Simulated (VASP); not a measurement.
# Mo8P8H (a cell with a defect) in VASP: single point with PBE

Aim: the single point of Mo8P8H (a cell with a defect) with PBE.

All numbers are computed with VASP 6.6.1; they aren't measurements. Logs are shortened: lines on timing, memory, paths and dates and some standing lists are left out, and cuts for length are marked.

## (1) The cell of the first run

The cell holds a defect, 17 atoms: a = 6.390 Å, b = 6.482 Å, c = 6.482 Å, α = 120.00°, β = 90.00°, γ = 90.00°.

## (2) Single point, PBE (with an interstitial atom, then relaxed in part)

The input, INCAR:

```
SYSTEM = Mo8P8H
PREC = Accurate ; ENCUT = 520
EDIFF = 1E-6 ; ISMEAR = 0
SIGMA = 0.1 ; LREAL = Auto
LASPH = .TRUE. ; NELM = 100
ALGO = Normal ; ISIF = 2
LWAVE = .FALSE. ; LCHARG = .FALSE.
GGA = PE ; NBANDS = 90
```

The input, KPOINTS:

```
regular mesh
0
G
  4 4 4
  0 0 0
```

The input, POSCAR:

```
Mo8P8H
1.0
    0.0000000000      0.0000000000     -6.3904533237
    3.2410431071     -5.6136513309      0.0000000000
   -6.4820862141     -0.0000000001      0.0000000000
Mo P H
8 8 1
Direct
    0.4929220003      0.0002346204      0.5016856135
   -0.0071446318      0.0020342437      0.4998583922
    0.4929254643      0.5021033518      0.5016744031
   -0.0071390148      0.4984992830      0.4998538474
    0.4929210118      0.0002342715      0.9997937759
   -0.0071452634      0.0020419449      1.0033975426
    0.4928037578      0.5008616449      1.0010516601
   -0.0071459476      0.5008697828      1.0010514885
    0.2456748478      0.1675248627      0.3343857851
    0.7402674029      0.1675336375      0.3343943738
    0.2453759576      0.6656782592      0.3307022552
    0.7402977269      0.6655770496      0.3304786339
    0.2453737073      0.1712125427      0.8362262066
    0.7403181541      0.1714247642      0.8363320003
    0.2453734050      0.6656735517      0.8362200530
    0.7403134598      0.6655779879      0.8363366011
    0.9899839332      0.8341606144      0.6676787053
```

Potentials or basis: VASP PAW PBE potentials, release 64 (Mo_sv, P, H).

Launch:

```console
$ cat potpaw_PBE.64/Mo_sv/POTCAR potpaw_PBE.64/P/POTCAR potpaw_PBE.64/H/POTCAR > POTCAR
$ mpirun -np 1 vasp_std > vasp.out
```

OUTCAR:

```text
SYSTEM = Mo8P8H
   PREC = Accurate
   ENCUT = 520
   EDIFF = 1E-6
   ISMEAR = 0
   LREAL = Auto
   LASPH = .TRUE.
   NELM = 100
   ISIF = 2
   GGA = PE

 ion  position               nearest neighbor table
   1  0.493  0.000  0.502-   9 2.45  10 2.45  12 2.46  14 2.46  13 2.46  11 2.46   2 3.19   2 3.20
                             5 3.23   3 3.23   7 3.24   7 3.24   3 3.25   5 3.25
   2  0.993  0.002  0.500-  17 1.88  10 2.46   9 2.46  11 2.48  13 2.48  14 2.48  12 2.48   1 3.19
                             1 3.20   6 3.22   4 3.22   8 3.24   8 3.24   4 3.26   6 3.26
   3  0.493  0.502  0.502-   9 2.45  10 2.45  12 2.46  16 2.46  11 2.46  15 2.46   4 3.19   4 3.20
                             5 3.23   1 3.23   7 3.24   7 3.24   1 3.25   5 3.25
   4  0.993  0.498  0.500-  17 1.88  10 2.46   9 2.46  11 2.48  15 2.48  12 2.48  16 2.48   3 3.19
                             3 3.20   6 3.22   2 3.22   8 3.24   8 3.24   2 3.26   6 3.26
   5  0.493  0.000  1.000-   9 2.45  10 2.45  16 2.46  14 2.46  13 2.46  15 2.46   6 3.19   6 3.20
                             1 3.23   3 3.23   7 3.24   7 3.24   3 3.25   1 3.25
   6  0.993  0.002  0.003-  17 1.88  10 2.46   9 2.46  13 2.48  15 2.48  14 2.48  16 2.48   5 3.19
                             5 3.20   4 3.22   2 3.22   8 3.24   8 3.24   2 3.26   4 3.26
   7  0.493  0.501  0.001-  12 2.43  16 2.43  14 2.43  15 2.43  11 2.43  13 2.43   8 3.19   8 3.20
                             1 3.24   3 3.24   5 3.24   5 3.24   3 3.24   1 3.24
   8  0.993  0.501  0.001-  16 2.45  14 2.45  12 2.45  15 2.46  11 2.46  13 2.46   7 3.19   7 3.20
                             2 3.24   4 3.24   6 3.24   6 3.24   4 3.24   2 3.24
   9  0.246  0.168  0.334-   3 2.45   1 2.45   5 2.45   2 2.46   4 2.46   6 2.46
  10  0.740  0.168  0.334-   3 2.45   1 2.45   5 2.45   2 2.46   4 2.46   6 2.46
  11  0.245  0.666  0.331-   7 2.43   8 2.46   3 2.46   1 2.46   4 2.48   2 2.48
  12  0.740  0.666  0.330-   7 2.43   8 2.45   1 2.46   3 2.46   2 2.48   4 2.48
  13  0.245  0.171  0.836-   7 2.43   8 2.46   1 2.46   5 2.46   6 2.48   2 2.48
  14  0.740  0.171  0.836-   7 2.43   8 2.45   1 2.46   5 2.46   6 2.48   2 2.48
  15  0.245  0.666  0.836-   7 2.43   8 2.46   3 2.46   5 2.46   4 2.48   6 2.48
  16  0.740  0.666  0.836-   7 2.43   8 2.45   5 2.46   3 2.46   6 2.48   4 2.48
  17  0.990  0.834  0.668-   4 1.88   2 1.88   6 1.88

  LATTYP: Found a hexagonal cell.
 ALAT       =     6.4820862141
 C/A-ratio  =     0.9858636730

  Lattice vectors:

 A1 = (   3.2410431071,  -5.6136513309,   0.0000000000)
 A2 = (  -6.4820862141,  -0.0000000001,   0.0000000000)
 A3 = (   0.0000000000,   0.0000000000,  -6.3904533237)

Analysis of symmetry for initial positions (statically):
=====================================================================
 Subroutine PRICEL returns:
 Original cell was already a primitive cell.

 Routine SETGRP: Setting up the symmetry group for a
 hexagonal supercell.

 Subroutine GETGRP returns: Found  1 space group operations
 (whereof  1 operations were pure point group operations)
 out of a pool of 24 trial point group operations.

The static configuration has the point symmetry C_1 .

Analysis of symmetry for dynamics (positions and initial velocities):
=====================================================================
 Subroutine PRICEL returns:
 Original cell was already a primitive cell.

 Routine SETGRP: Setting up the symmetry group for a
 hexagonal supercell.

 Subroutine GETGRP returns: Found  1 space group operations
 (whereof  1 operations were pure point group operations)
 out of a pool of 24 trial point group operations.

The dynamic configuration has the point symmetry C_1 .

 Subroutine INISYM returns: Found  1 space group operations
 (whereof  1 operations are pure point group operations),
 and found     1 'primitive' translations

----------------------------------------------------------------------------------------

                                     Primitive cell

  volume of cell :     232.5369

  direct lattice vectors                    reciprocal lattice vectors
     0.000000000  0.000000000 -6.390453324     0.000000000  0.000000000 -0.156483421
     3.241043107 -5.613651331  0.000000000     0.000000000 -0.178137177  0.000000000
    -6.482086214 -0.000000000  0.000000000    -0.154271321 -0.089068588  0.000000000

  length of vectors
     6.390453324  6.482086214  6.482086214     0.156483421  0.178137177  0.178137177

  position of ions in fractional coordinates (direct lattice)
     0.492922000  0.000234620  0.501685614
     0.992855368  0.002034244  0.499858392
     0.492925464  0.502103352  0.501674403
     0.992860985  0.498499283  0.499853847
     0.492921012  0.000234271  0.999793776
     0.992854737  0.002041945  0.003397543
[... 9 lines left out ...]
     0.740313460  0.665577988  0.836336601
[... 35 lines left out ...]
    -0.038567830 -0.022267147  0.000000000     0.000000000  0.000000000  0.250000000

  Length of vectors
     0.039120855  0.044534294  0.044534294

  Shift w.r.t. Gamma in fractional coordinates (k-lattice)
     0.000000000  0.000000000  0.000000000

 Subroutine IBZKPT returns following result:
 ===========================================

 Found     36 irreducible k-points:

 Following reciprocal coordinates:
            Coordinates               Weight
  0.000000  0.000000  0.000000      1.000000
  0.250000  0.000000  0.000000      2.000000
  0.500000  0.000000  0.000000      1.000000
  0.000000  0.250000 -0.000000      2.000000
  0.000000  0.000000  0.250000      2.000000
  0.000000 -0.250000  0.250000      2.000000
[... 16 lines left out ...]
  0.500000  0.000000  0.500000      1.000000
  0.500000  0.500000  0.500000      1.000000
 [... further k-points ...]
   k-points           NKPTS =     36   k-points in BZ     NKDIM =     36   number of bands    NBANDS=     90
   number of dos      NEDOS =    301   number of ions     NIONS =     17
   total plane-waves  NPLWV = 110592
   dimension x,y,z NGX =    48 NGY =   48 NGZ =   48
   dimension x,y,z NGXF=    96 NGYF=   96 NGZF=   96
   ions per type =               8   8   1
   NGX,Y,Z   is equivalent  to a cutoff of  12.49, 12.31, 12.31 a.u.
   NGXF,Y,Z  is equivalent  to a cutoff of  24.97, 24.62, 24.62 a.u.
 SYSTEM =  Mo8P8H
   PREC   = accura    normal or accurate (medium, high low for compatibility)
   ISTART =      0    job   : 0-new  1-cont  2-samecut
   ICHARG =      2    charge: 1-file 2-atom 10-const
   ISPIN  =      1    spin polarized calculation?
   LNONCOLLINEAR =      F non collinear calculations
   LSORBIT =      F    spin-orbit coupling
   LASPH  =      T    aspherical Exc in radial PAW
   ENCUT  =  520.0 eV  38.22 Ry    6.18 a.u.  11.88 12.05 12.05*2*pi/ulx,y,z
   NELM   =    100;   NELMIN=  2; NELMDL= -5     # of ELM steps
   EDIFF  = 0.1E-05   stopping-criterion for ELM
   LREAL  =      T    real-space projection
   EDIFFG = 0.1E-04   stopping-criterion for IOM
   NSW    =      0    number of steps for IOM
   IBRION =     -1    ionic relax: 0-MD 1-quasi-New 2-CG
   NFREE  =      0    steps in history (QN), initial steepest desc. (CG)
   ISIF   =      2    stress and relaxation
   ISYM   =      2    0-nonsym 1-usesym 2-fastsym
   POTIM  = 0.5000    time-step for ionic-motion
   TEBEG  =    0.0;   TEEND  =   0.0 temperature during run
   PSTRESS=    0.0 pullay stress
   NELECT =     153.0000    total number of electrons
   NUPDOWN=      -1.0000    fix difference up-down
   EMIN   =  10.00;   EMAX   =-10.00  energy-range for DOS
   EFERMI =   0.00;   METHOD = LEGACY
   ISMEAR =     0;   SIGMA  =   0.10  broadening in eV -4-tet -1-fermi 0-gaus
   EFERMI_NEDOS =   21; number of points for ismear=-14 and -15
   IALGO  =     38    algorithm
   IMIX   =      4    mixing-type and parameters
     AMIX     =   0.40;   BMIX     =  1.00
     AMIX_MAG =   1.60;   BMIX_MAG =  1.00
  volume/ion in A,a.u.               =      13.68        92.31
  Fermi-wavevector in a.u.,A,eV,Ry     =   1.423884  2.690751 27.585081  2.027446
  Thomas-Fermi vector in A             =   2.544434
   LORBIT       =      0    0 simple, 1 ext, 2 COOP (PROOUT), +10 PAW based schemes
   GGA     = PE    functional components
   LHFCALC =     F    Hartree Fock is set to
   AEXX    =    0.0000 exact exchange contribution
   IVDW    =     0    specifies the selected vdW correction
   LEPSILON=     F    determine dielectric tensor
   LRPA    =     F    only Hartree local field effects (RPA)
 non-spin polarized calculation
 Gauss-broadening in eV      SIGMA  =   0.10
  energy-cutoff  :      520.00
  volume of cell :      232.54
 maximum number of plane-waves:      6292
 NGX is ok and might be reduce to    48
   NGX = 23   NGY = 25   NGZ = 25

 number of electron     152.9999997 magnetization

 Free energy of the ion-electron system (eV)
  ---------------------------------------------------
  ext. energy  EPLUGINS =         0.00000000
  ---------------------------------------------------
  free energy    TOTEN  =      -144.15495671 eV

  energy without entropy =     -144.11485508  energy(sigma->0) =     -144.13490589

 E-fermi :  12.0200     XC(G=0): -12.5742

 val. band max:       11.9877616273   @ k =   0.2500   0.0000   0.2500
 cond. band min:      12.0283103180   @ k =   0.2500   0.2500  -0.0000
 fundamental gap:      0.0405486907
 Fermi energy:        12.0199813692

 k-point     1 :       0.0000    0.0000    0.0000
  band No.  band energies     occupation
      1     -49.4245      2.00000
      2     -49.3993      2.00000
      3     -49.3992      2.00000
      4     -49.3077      2.00000
      5     -49.2988      2.00000
      6     -49.2715      2.00000
[... 2173 lines left out ...]
     87      13.6574      0.00000
     88      13.6720      0.00000

 [... further k-points ...]

 [bands above 88 left out]

------------------------ aborting loop because EDIFF is reached ----------------------------------------

  FORCE on cell =-STRESS in cart. coord.  units (eV):
  Direction    XX          YY          ZZ          XY          YZ          ZX
  --------------------------------------------------------------------------------------
  -------------------------------------------------------------------------------------
  Total        3.9643887      3.9654155      2.9208078     -0.0021941     -0.0011298     -0.0001567
  in kB       27.3146040     27.3216783     20.1243406     -0.0151172     -0.0077844     -0.0010794
  external PRESSURE =      24.9202076 kB  Pullay stress =       0.0000000 kB

 VOLUME and BASIS-vectors are now :
 -----------------------------------------------------------------------------
  energy-cutoff  :      520.00
  volume of cell :      232.54
      direct lattice vectors                 reciprocal lattice vectors
     0.000000000  0.000000000 -6.390453324     0.000000000  0.000000000 -0.156483421
     3.241043107 -5.613651331  0.000000000     0.000000000 -0.178137177  0.000000000
    -6.482086214 -0.000000000  0.000000000    -0.154271321 -0.089068588  0.000000000

 POSITION                                       TOTAL-FORCE (eV/Angst)
 -----------------------------------------------------------------------------------
     -3.25121     -0.00132     -3.15000         0.001768     -0.000054      0.001794
     -3.23353     -0.01142     -6.34480         0.013832     -0.008600      0.001278
     -1.62456     -2.81863     -3.15002        -0.000169      0.000385      0.002030
     -1.62444     -2.79840     -6.34483        -0.001022      0.017101      0.001743
     -6.47999     -0.00132     -3.14999        -0.001616      0.000258     -0.000139
     -0.01541     -0.01146     -6.34479        -0.014254     -0.007518      0.001384
[... 9 lines left out ...]
     -3.26404     -3.73632     -4.73094         0.000250     -0.000981      0.000044
     -1.62440     -4.68269     -6.32645        -0.000344     -0.000781     -0.014303
 -----------------------------------------------------------------------------------
    total drift:                               -0.008082     -0.008179     -0.018891

  FREE ENERGIE OF THE ION-ELECTRON SYSTEM (eV)
  ---------------------------------------------------
  free  energy   TOTEN  =      -144.1549567066 eV

  energy  without entropy=     -144.1148550772  energy(sigma->0) =     -144.13490589
```

It took 11 min on 1 thread of Intel Xeon 6975P-C (Granite Rapids), shared host; peak memory 0.61 GiB.

Results:

```
Free energy            : -144.1550 eV
Pressure               : 2.5 GPa
Largest force          : 0.017 eV/Å
Band gap on the k mesh : zero (an odd number of electrons rules out a gap without spin polarisation)
```

Forces in eV/Å, atoms in the order of the input:
```
Mo   0.002  0.000  0.002
Mo   0.014 -0.009  0.001
Mo   0.000  0.000  0.002
Mo  -0.001  0.017  0.002
Mo  -0.002  0.000  0.000
Mo  -0.014 -0.008  0.001
Mo   0.000  0.001  0.001
Mo   0.000  0.001 -0.001
P    0.002  0.001  0.001
P   -0.001 -0.002  0.001
P    0.002  0.001  0.001
P   -0.001 -0.001 -0.002
P    0.001 -0.002  0.003
P   -0.001  0.000  0.000
P   -0.001  0.001  0.002
P    0.000 -0.001  0.000
H    0.000 -0.001 -0.014
```

Stress tensor (GPa, compression positive):
```
2.73 0.00 0.00
0.00 2.73 0.00
0.00 0.00 2.01
```

Caveat: the cell differs from its parent crystal (with an interstitial atom, then relaxed in part).
